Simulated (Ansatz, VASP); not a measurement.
**One calculation of PbO, two programs**

Contents of INCAR:

```
ALGO = Normal ; EDIFF = 1E-7
ENCUT = 520 ; GGA = PE
ISIF = 2 ; ISMEAR = 0
IVDW = 12 ; LASPH = True
LCHARG = False ; LREAL = False
LWAVE = False ; NBANDS = 28
NELM = 80 ; PREC = Accurate
SIGMA = 0.05
```

KPOINTS

```
k-points
0
Gamma
  8 8 6
```

POSCAR

```
PbO
1.0
    4.1731200000      0.0000000000      0.0000000000
    0.0000000000      4.1731200000      0.0000000000
    0.0000000000      0.0000000000      4.7709000000
Pb O
2 2
Direct
    0.0000000000      0.5000000000      0.2351000000
    0.5000000000      0.0000000000      0.7649000000
    0.0000000000      0.0000000000      0.0000000000
    0.5000000000      0.5000000000      0.0000000000
```

Input for Ansatz:

```yaml
crystal:
  lattice:
    - [4.17312, 0.0, 0.0]
    - [0.0, 4.17312, 0.0]
    - [0.0, 0.0, 4.7709]
  atoms:
    - { symbol: Pb, position: [0.0, 0.5, 0.2351] }
    - { symbol: Pb, position: [0.5, 0.0, 0.7649] }
    - { symbol: O, position: [0.0, 0.0, 0.0] }
    - { symbol: O, position: [0.5, 0.5, 0.0] }
basis:
  ecutwfc: 420
kpoints:
  mp_grid: { grid: [8, 8, 6] }
hamiltonian:
  xc: pbe
  dispersion: d3bj
scf:
  occupations: { method: gaussian, width: 0.05 }
output:
  forces: true
  stress: true
  eigenvalues: true
```

Change from the starting cell: strain +0.050 along x and y, -0.050 along z, atoms carried along.

Alike in both runs: task single point; functional PBE; dispersion D3(BJ); k mesh 8 × 8 × 6; occupations gaussian, width 0.05 eV; no spin polarisation.

```csv
,VASP,Ansatz
version,VASP 6.6.1,Ansatz 0.2.0
potentials or method,"VASP PAW PBE potentials, release 64 (Pb_d, O), cutoff 520 eV","scalar-relativistic, plane waves, PAW"
valence electrons in the cell,40,40
```

Ansatz gave:

- gap on the k mesh at the Fermi level (eV): 1.52
- least direct gap on the mesh (eV): 1.86
- pressure (GPa): -1.8
- traceless stress, the component that is largest in VASP (GPa): 2.08
- rms of the force components (eV/Å): 0.048

Q: Estimate VASP's values.

A: gap on the k mesh at the Fermi level (eV): 1.52; least direct gap on the mesh (eV): 1.83; pressure (GPa): -1.8; traceless stress, the component that is largest in VASP (GPa): 2.04; rms of the force components (eV/Å): 0.061.

Atom by atom the forces differ by 0.014 eV/Å (rms over components).

Spin-orbit coupling is off throughout.
